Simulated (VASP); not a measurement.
A run of VASP 6.6.1 is set up as follows.

File INCAR:

```
PREC     = Accurate       # precision mode
ENCUT    = 520            # plane-wave cutoff, eV
EDIFF    = 1E-7           # SCF threshold, eV
ISMEAR   = 0              # smearing method
SIGMA    = 0.15           # smearing width, eV
LREAL    = F              # projectors in reciprocal space
LASPH    = T              # aspherical terms in the spheres
NELM     = 80             # most SCF steps
ALGO     = Fast           # electronic algorithm
ISIF     = 2              # what is computed and relaxed
LWAVE    = F              # write WAVECAR
LCHARG   = T              # write CHGCAR
GGA      = PS             # functional
LELF     = T              # ELF
LVHAR    = T            
NBANDS   = 13             # bands
```

File KPOINTS:

```
Automatic mesh
0
Gamma
  18 18 18
```

POSCAR

```
Mo
1.0
    2.6671226373      0.0000000000      0.0000000000
   -1.3335613186      2.3097959589      0.0000000000
    0.0000000000      0.0000000000      2.5551807000
Mo
1
Direct
    0.0000000000      0.0000000000      0.5000000000
```

Potentials or basis: VASP PAW PBE potentials, release 64 (Mo_sv).

Run with:

```console
$ cat potpaw_PBE.64/Mo_sv/POTCAR > POTCAR
$ mpirun -np 1 vasp_std > vasp.out
```

Estimate the pressure.

9.2 GPa.

Estimate the band gap on the k mesh.

zero (band 7 reaches 13.18 eV, above the bottom of band 8 at 11.26 eV).

Stress tensor (GPa, compression positive):
```
15.12  0.00  0.00
 0.00 15.12  0.00
 0.00  0.00 -2.63
```

Caveat: the cell differs from its parent crystal (strain -0.0250 x Voigt [1, 1, 0, 0, 0, 0]); the PAW data sets were made with another functional, which shifts forces and pressure a little.
